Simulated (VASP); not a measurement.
# SrO (Fm-3m) in VASP: a series of runs

Runs on SrO. Level: r2SCAN. Tasks: dielectric tensor.

Program: VASP 6.6.1. These are calculated values, not measurements. Logs are shortened: lines on timing, memory, paths and dates and some standing lists are left out, and cuts for length are marked.

## (1) The cell of the first run

Symmetry: Fm-3m, No. 225, cubic system. The conventional cell has a = 5.263 Å, b = 5.263 Å, c = 5.263 Å, α = 90.00°, β = 90.00°, γ = 90.00°. Sr (site symmetry m-3m) has 6 O at 2.63 Å within 3.5 Å. O (site symmetry m-3m) has 6 Sr at 2.63 Å within 3.5 Å.

## (2) Dielectric tensor, r2SCAN (strain +2.0%)

INCAR

```
ALGO = Normal
EDIFF = 1E-8
ENCUT = 520
ISIF = 2
ISMEAR = 0
LASPH = T
LCALCEPS = T
LCHARG = F
LMIXTAU = T
LREAL = F
LWAVE = F
METAGGA = R2SCAN
NELM = 100
PREC = Accurate
SIGMA = 0.01
```

KPOINTS

```
k-points
0
Gamma
  8 8 8
```

POSCAR

```
SrO
1.0
    0.0000000000      2.6314901724      2.6314901724
    2.6314901724      0.0000000000      2.6314901724
    2.6314901724      2.6314901724      0.0000000000
Sr O
1 1
Direct
    0.0000000000      0.0000000000      0.0000000000
    0.5000000000      0.5000000000      0.5000000000
```

Potentials or basis: VASP PAW PBE potentials, release 64 (Sr_sv, O).

Run with:

```sh
$ cat potpaw_PBE.64/Sr_sv/POTCAR potpaw_PBE.64/O/POTCAR > POTCAR
$ mpirun -np 1 vasp_std > vasp.out
```

OUTCAR:

```text
EDIFF = 1E-8
   ENCUT = 520
   ISIF = 2
   ISMEAR = 0
   LASPH = T
   LREAL = F
   METAGGA = R2SCAN
   NELM = 100
   PREC = Accurate

 ion  position               nearest neighbor table
   1  0.000  0.000  0.000-   2 2.63   2 2.63   2 2.63   2 2.63   2 2.63   2 2.63
   2  0.500  0.500  0.500-   1 2.63   1 2.63   1 2.63   1 2.63   1 2.63   1 2.63

  LATTYP: Found a face centered cubic cell.
 ALAT       =     5.2629803448

  Lattice vectors:

 A1 = (   0.0000000000,   2.6314901724,   2.6314901724)
 A2 = (   2.6314901724,   0.0000000000,   2.6314901724)
 A3 = (   2.6314901724,   2.6314901724,   0.0000000000)

Analysis of symmetry for initial positions (statically):
=====================================================================
 Subroutine PRICEL returns:
 Original cell was already a primitive cell.

 Routine SETGRP: Setting up the symmetry group for a
 face centered cubic supercell.

 Subroutine GETGRP returns: Found 48 space group operations
 (whereof 48 operations were pure point group operations)
 out of a pool of 48 trial point group operations.

The static configuration has the point symmetry O_h .

Analysis of symmetry for dynamics (positions and initial velocities):
=====================================================================
 Subroutine PRICEL returns:
 Original cell was already a primitive cell.

 Routine SETGRP: Setting up the symmetry group for a
 face centered cubic supercell.

 Subroutine GETGRP returns: Found 48 space group operations
 (whereof 48 operations were pure point group operations)
 out of a pool of 48 trial point group operations.

The dynamic configuration has the point symmetry O_h .

 Subroutine INISYM returns: Found 48 space group operations
 (whereof 48 operations are pure point group operations),
 and found     1 'primitive' translations

----------------------------------------------------------------------------------------

                                     Primitive cell

  volume of cell :      36.4448

  direct lattice vectors                    reciprocal lattice vectors
     0.000000000  2.631490172  2.631490172    -0.190006410  0.190006410  0.190006410
     2.631490172  0.000000000  2.631490172     0.190006410 -0.190006410  0.190006410
     2.631490172  2.631490172  0.000000000     0.190006410  0.190006410 -0.190006410

  length of vectors
     3.721489091  3.721489091  3.721489091     0.329100755  0.329100755  0.329100755

  position of ions in fractional coordinates (direct lattice)
     0.000000000  0.000000000  0.000000000
     0.500000000  0.500000000  0.500000000

  ion indices of the primitive-cell ions
   primitive index   ion index
                 1           1
                 2           2

----------------------------------------------------------------------------------------

 KPOINTS: k-points

Automatic generation of k-mesh.
 Grid dimensions read from file:
 generate k-points for:    8    8    8

 Generating k-lattice:

  Cartesian coordinates                     Fractional coordinates (reciprocal lattice)
    -0.023750801  0.023750801  0.023750801     0.125000000  0.000000000  0.000000000
     0.023750801 -0.023750801  0.023750801     0.000000000  0.125000000  0.000000000
     0.023750801  0.023750801 -0.023750801     0.000000000  0.000000000  0.125000000

  Length of vectors
     0.041137594  0.041137594  0.041137594

  Shift w.r.t. Gamma in fractional coordinates (k-lattice)
     0.000000000  0.000000000  0.000000000

 Subroutine IBZKPT returns following result:
 ===========================================

 Found     29 irreducible k-points:

 Following reciprocal coordinates:
            Coordinates               Weight
  0.000000  0.000000  0.000000      1.000000
  0.125000  0.000000  0.000000      8.000000
  0.250000  0.000000  0.000000      8.000000
  0.375000  0.000000  0.000000      8.000000
  0.500000  0.000000  0.000000      4.000000
  0.125000  0.125000  0.000000      6.000000
[... 16 lines left out ...]
  0.500000  0.250000  0.125000     48.000000
 -0.375000  0.250000  0.125000     24.000000
 [... further k-points ...]
   k-points           NKPTS =     29   k-points in BZ     NKDIM =     29   number of bands    NBANDS=     12
   number of dos      NEDOS =    301   number of ions     NIONS =      2
   total plane-waves  NPLWV =  21952
   dimension x,y,z NGX =    28 NGY =   28 NGZ =   28
   dimension x,y,z NGXF=    56 NGYF=   56 NGZF=   56
   ions per type =               1   1
   NGX,Y,Z   is equivalent  to a cutoff of  12.51, 12.51, 12.51 a.u.
   NGXF,Y,Z  is equivalent  to a cutoff of  25.02, 25.02, 25.02 a.u.
 SYSTEM =  unknown system
   PREC   = accura    normal or accurate (medium, high low for compatibility)
   ISTART =      0    job   : 0-new  1-cont  2-samecut
   ICHARG =      2    charge: 1-file 2-atom 10-const
   ISPIN  =      1    spin polarized calculation?
   LNONCOLLINEAR =      F non collinear calculations
   LSORBIT =      F    spin-orbit coupling
   LASPH  =      T    aspherical Exc in radial PAW
   ENCUT  =  520.0 eV  38.22 Ry    6.18 a.u.   6.92  6.92  6.92*2*pi/ulx,y,z
   NELM   =    100;   NELMIN=  2; NELMDL= -5     # of ELM steps
   EDIFF  = 0.1E-07   stopping-criterion for ELM
   LREAL  =      F    real-space projection
   EDIFFG = 0.1E-06   stopping-criterion for IOM
   NSW    =      0    number of steps for IOM
   IBRION =     -1    ionic relax: 0-MD 1-quasi-New 2-CG
   NFREE  =      0    steps in history (QN), initial steepest desc. (CG)
   ISIF   =      2    stress and relaxation
   ISYM   =      2    0-nonsym 1-usesym 2-fastsym
   POTIM  = 0.5000    time-step for ionic-motion
   TEBEG  =    0.0;   TEEND  =   0.0 temperature during run
   PSTRESS=    0.0 pullay stress
   NELECT =      16.0000    total number of electrons
   NUPDOWN=      -1.0000    fix difference up-down
   EMIN   =  10.00;   EMAX   =-10.00  energy-range for DOS
   EFERMI =   0.00;   METHOD = LEGACY
   ISMEAR =     0;   SIGMA  =   0.01  broadening in eV -4-tet -1-fermi 0-gaus
   EFERMI_NEDOS =   21; number of points for ismear=-14 and -15
   IALGO  =     38    algorithm
   IMIX   =      4    mixing-type and parameters
     AMIX     =   0.40;   BMIX     =  1.00
     AMIX_MAG =   1.60;   BMIX_MAG =  1.00
  volume/ion in A,a.u.               =      18.22       122.97
  Fermi-wavevector in a.u.,A,eV,Ry     =   1.244237  2.351267 21.063525  1.548125
  Thomas-Fermi vector in A             =   2.378512
   LORBIT       =      0    0 simple, 1 ext, 2 COOP (PROOUT), +10 PAW based schemes
   METAGGA = R2SCAN    functional components
   LHFCALC =     F    Hartree Fock is set to
   AEXX    =    0.0000 exact exchange contribution
   IVDW    =     0    specifies the selected vdW correction
   LEPSILON=     F    determine dielectric tensor
   LRPA    =     F    only Hartree local field effects (RPA)
   LRPA       =     F
 non-spin polarized calculation
 Gauss-broadening in eV      SIGMA  =   0.01
  energy-cutoff  :      520.00
  volume of cell :       36.44
 maximum number of plane-waves:       995
   NGX = 13   NGY = 13   NGZ = 13

 Total electronic dipole moment: p[elc]=(    -0.00000    -0.00000     0.00000 ) |e| Angst

 number of electron      16.0000006 magnetization

 Free energy of the ion-electron system (eV)
  ---------------------------------------------------
  ext. energy  EPLUGINS =         0.00000000
  ---------------------------------------------------
  free energy    TOTEN  =       -27.02973240 eV

  energy without entropy =      -27.02973240  energy(sigma->0) =      -27.02973240

 E-fermi :   1.1419     XC(G=0): -10.2316

 val. band max:        1.0322173303   @ k =   0.0000   0.0000   0.0000
 cond. band min:   10000.0000000000   @ k =   0.0000   0.0000   0.0000
 fundamental gap:   9998.9677826697
 Fermi energy:         1.1418623839

 k-point     1 :       0.0000    0.0000    0.0000
  band No.  band energies     occupation
      1     -32.7047      2.00000
      2     -14.9100      2.00000
      3     -13.7914      2.00000
      4     -13.7914      2.00000
      5     -13.7914      2.00000
      6       1.0322      2.00000
      7       1.0322      2.00000
      8       1.0322      2.00000
      9   10000.0000      0.00000
     10   10000.0000      0.00000
     11   10000.0000      0.00000
     12   10000.0000      0.00000

 k-point     2 :       0.1250    0.0000    0.0000
  band No.  band energies     occupation
      1     -32.6900      2.00000
      2     -15.1959      2.00000
      3     -13.8011      2.00000
      4     -13.8011      2.00000
      5     -13.5434      2.00000
      6       0.6247      2.00000
      7       0.8625      2.00000
      8       0.8625      2.00000
      9   10000.0000      0.00000
     10   10000.0000      0.00000
     11   10000.0000      0.00000
     12   10000.0000      0.00000

 k-point     3 :       0.2500    0.0000    0.0000
  band No.  band energies     occupation
      1     -32.6543      2.00000
      2     -15.6691      2.00000
      3     -13.8244      2.00000
      4     -13.8244      2.00000
      5     -13.1618      2.00000
      6      -0.1319      2.00000
      7       0.4904      2.00000
      8       0.4904      2.00000
      9   10000.0000      0.00000
     10   10000.0000      0.00000
     11   10000.0000      0.00000
     12   10000.0000      0.00000
[... 286 lines left out ...]
 k-point    23 :       0.5000    0.2500    0.1250
  band No.  band energies     occupation
      1     -32.5997      2.00000
      2     -15.8221      2.00000
      3     -14.0747      2.00000
      4     -13.9282      2.00000
      5     -13.1295      2.00000
      6      -0.3982      2.00000
      7       0.1953      2.00000
      8       0.5276      2.00000
      9   10000.0000      0.00000
     10   10000.0000      0.00000
     11   10000.0000      0.00000
     12   10000.0000      0.00000

 k-point    24 :      -0.3750    0.2500    0.1250
  band No.  band energies     occupation
      1     -32.5878      2.00000
      2     -15.8768      2.00000
      3     -14.0921      2.00000
      4     -13.9711      2.00000
      5     -13.1029      2.00000
      6      -0.4269      2.00000
      7       0.2411      2.00000
      8       0.2890      2.00000
      9   10000.0000      0.00000
     10   10000.0000      0.00000
     11   10000.0000      0.00000
     12   10000.0000      0.00000

 [... further k-points ...]

------------------------ aborting loop because EDIFF is reached ----------------------------------------

            Ionic dipole moment: p[ion]=(   -15.78894   -15.78894   -15.78894 ) |e| Angst

 Total electronic dipole moment: p[elc]=(     0.00000     0.00000     0.00502 ) |e| Angst

 MACROSCOPIC STATIC DIELECTRIC TENSOR (including local field effects)
 ------------------------------------------------------
           3.491643     0.000000     0.000000
          -0.000000     3.491643     0.000000
          -0.000000    -0.000000     3.491643
 ------------------------------------------------------

 PIEZOELECTRIC TENSOR (including local field effects) (e Angst)
          XX          YY          ZZ          XY          YZ          ZX
  --------------------------------------------------------------------------------
  x     0.00000     0.00000     0.00000     0.00000     0.00000     0.00000
  y     0.00000     0.00000     0.00000     0.00000     0.00000     0.00000
  z     0.00000     0.00000     0.00000     0.00000     0.00000     0.00000

 PIEZOELECTRIC TENSOR (including local field effects) (C/m^2)
          XX          YY          ZZ          XY          YZ          ZX
  --------------------------------------------------------------------------------
  x     0.00000     0.00000     0.00000     0.00000     0.00000     0.00000
  y     0.00000     0.00000     0.00000     0.00000     0.00000     0.00000
  z     0.00000     0.00000     0.00000     0.00000     0.00000     0.00000

 BORN EFFECTIVE CHARGES (including local field effects) (in |e|, cummulative output)
 ---------------------------------------------------------------------------------
 ion    1
    1     2.38781    -0.00000    -0.00000
    2     0.00000     2.38781    -0.00000
    3     0.00000    -0.00000     2.38781
 ion    2
    1    -2.38781     0.00000     0.00000
    2    -0.00000    -2.38781     0.00000
    3    -0.00000     0.00000    -2.38781

  FORCE on cell =-STRESS in cart. coord.  units (eV):
  Direction    XX          YY          ZZ          XY          YZ          ZX
  --------------------------------------------------------------------------------------
  -------------------------------------------------------------------------------------
  Total       -1.0164305     -1.0164305     -1.0164305     -0.0000000      0.0000000     -0.0000000
  in kB      -44.6840990    -44.6840990    -44.6840990     -0.0000000      0.0000000     -0.0000000
  external PRESSURE =     -44.6840990 kB  Pullay stress =       0.0000000 kB

 VOLUME and BASIS-vectors are now :
 -----------------------------------------------------------------------------
  energy-cutoff  :      520.00
  volume of cell :       36.44
      direct lattice vectors                 reciprocal lattice vectors
     0.000000000  2.631490172  2.631490172    -0.190006410  0.190006410  0.190006410
     2.631490172  0.000000000  2.631490172     0.190006410 -0.190006410  0.190006410
     2.631490172  2.631490172  0.000000000     0.190006410  0.190006410 -0.190006410

 POSITION                                       TOTAL-FORCE (eV/Angst)
 -----------------------------------------------------------------------------------
      0.00000      0.00000      0.00000        -0.000000     -0.000000      0.000000
      2.63149      2.63149      2.63149         0.000000      0.000000     -0.000000
 -----------------------------------------------------------------------------------
    total drift:                                0.000000      0.000000      0.000000

  FREE ENERGIE OF THE ION-ELECTRON SYSTEM (eV)
  ---------------------------------------------------
  free  energy   TOTEN  =       -27.0297324016 eV

  energy  without entropy=      -27.0297324016  energy(sigma->0) =      -27.02973240
```

Wall time 26 min (1 thread of Intel Xeon 6975P-C (Granite Rapids), shared host); peak memory 0.41 GiB.

Results:

| Quantity | Value |
| --- | --- |
| Band gap on the k mesh | 3.77 eV, indirect (least direct gap 3.89 eV) |
| Electronic dielectric tensor (diagonal) | 3.49 |
| Born charges (mean of the diagonal) | Sr +2.39; O -2.39 e |

Electronic dielectric tensor:
```
3.49 0.00 0.00
0.00 3.49 0.00
0.00 0.00 3.49
```

Born effective charge tensors (e):
atom 1, Sr
```
2.39 0.00 0.00
0.00 2.39 0.00
0.00 0.00 2.39
```
atom 2, O
```
-2.39  0.00  0.00
 0.00 -2.39  0.00
 0.00  0.00 -2.39
```

Dipole moments of the cell (e·Å, modulo the quantum): ionic -15.789, -15.789, -15.789; electronic 0.000, 0.000, 0.005

Caveat: the cell differs from its parent crystal (strain +2.0%); the PAW data sets were made with another functional, which shifts forces and pressure a little.

[end of part 1 of 2]
